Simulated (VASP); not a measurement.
Here is a VASP 6.6.1 calculation.

The input INCAR:

```
ALGO     = Normal         # electronic algorithm
EDIFF    = 1E-7           # SCF threshold, eV
ENCUT    = 520            # plane-wave cutoff, eV
GGA      = PE             # functional
ISIF     = 2              # what is computed and relaxed
ISMEAR   = -1             # smearing method
ISPIN    = 2              # spin polarisation
IVDW     = 13             # dispersion correction
LASPH    = True           # aspherical terms in the spheres
LCHARG   = False          # write CHGCAR
LMAXMIX  = 4              # l up to which the mixer works
LORBIT   = 11             # projections on sites
LREAL    = Auto         
LWAVE    = False          # write WAVECAR
MAGMOM   = 0 0 0 0 1 0 0 0 0 0 0 0 0 0 0 0 # initial moments
NBANDS   = 78             # bands
NELM     = 150            # most SCF steps
PREC     = Accurate       # precision mode
SIGMA    = 0.05           # smearing width, eV
```

Contents of KPOINTS:

```
k-points
0
Gamma
  3 3 3
```

Contents of POSCAR:

```
Ta4NiO11
1.0
    0.0000000000      4.8413617012      4.8413617012
    4.8413617012      0.0000000000      4.8413617012
    4.8413617012      4.8413617012      0.0000000000
Ta Ni O
4 1 11
Direct
    0.6300645828      0.1098062516      0.6300645828
    0.6300645828      0.6300645828      0.6300645828
    0.1098062516      0.6300645828      0.6300645828
    0.6300645828      0.6300645828      0.1098062516
    0.0000000000      0.0000000000      0.0000000000
    0.2500000000      0.2500000000      0.2500000000
    0.8438000614      0.4685998159      0.8438000614
    0.8438000614      0.8438000614      0.8438000614
    0.4685998159      0.8438000614      0.8438000614
    0.8438000614      0.8438000614      0.4685998159
    0.2991519788      0.7008480212      0.7008480212
    0.7008480212      0.2991519788      0.2991519788
    0.7008480212      0.7008480212      0.2991519788
    0.2991519788      0.2991519788      0.7008480212
    0.2991519788      0.7008480212      0.2991519788
    0.7008480212      0.2991519788      0.7008480212
```

Potentials or basis: VASP PAW PBE potentials, release 64 (Ta_pv, Ni, O).

The run is started by

```console
$ cat potpaw_PBE.64/Ta_pv/POTCAR potpaw_PBE.64/Ni/POTCAR potpaw_PBE.64/O/POTCAR > POTCAR
$ mpirun -np 1 vasp_std > vasp.out
```

(1) Estimate the net moment.

(2) Estimate the pressure.

Results:

(1) 2.15 μB per cell.

(2) 0.9 GPa.

Caveat: the k points lie up to 0.37 Å⁻¹ apart; a cell with one magnetic atom can't hold antiferromagnetic order, which such compounds often take.
